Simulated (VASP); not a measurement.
Ru: single point with PBEsol

Ru:

```xyz
2
Lattice="0.0000 2.6957 2.6957 2.6957 0.0000 2.6957 2.6957 2.6957 0.0000" Properties=species:S:1:pos:R:3 pbc="T T T"
Ru    0.0000    0.0000    0.0000
Ru    1.3478    1.3478    1.3478
```

| Property | Result |
| --- | --- |
| Program | VASP 6.6.1 |
| Task | single point |
| Functional | PBEsol |
| Potentials or basis | VASP PAW PBE potentials, release 64 (Ru_pv) |
| Cutoff | 520 eV |
| k mesh | 14 × 14 × 14 |
| Occupations | gaussian, width 0.1 eV |
| Spin | no spin polarisation |

```
Pressure               : 0.2 GPa
Band gap on the k mesh : zero (band 14 reaches 7.73 eV, above the bottom of band 15 at 6.77 eV)
```

Levels at points of the mesh, in eV from the Fermi level:
```tsv
k point	band 10	band 11	band 12	band 13	band 14	band 15	band 16	band 17	band 18	band 19
(0.00, 0.00, 0.00)	-3.29	-3.29	-3.29	-0.47	-0.47	-0.47	1.99	1.99	12.62	13.07
(0.50, 0.00, 0.00)	-3.56	-3.56	-3.30	-0.44	0.27	0.27	1.50	1.50	3.18	10.45
(0.50, 0.50, 0.00)	-3.54	-1.40	-1.40	-1.30	-1.30	1.80	1.80	3.47	3.47	5.27
```

Wall time 80 s on 1 thread of AMD EPYC 7R43 64-Core Processor (Zen 3), on a shared host, peak memory 0.16 GiB.

Caveat: the PAW data sets were made with another functional, which shifts forces and pressure a little.
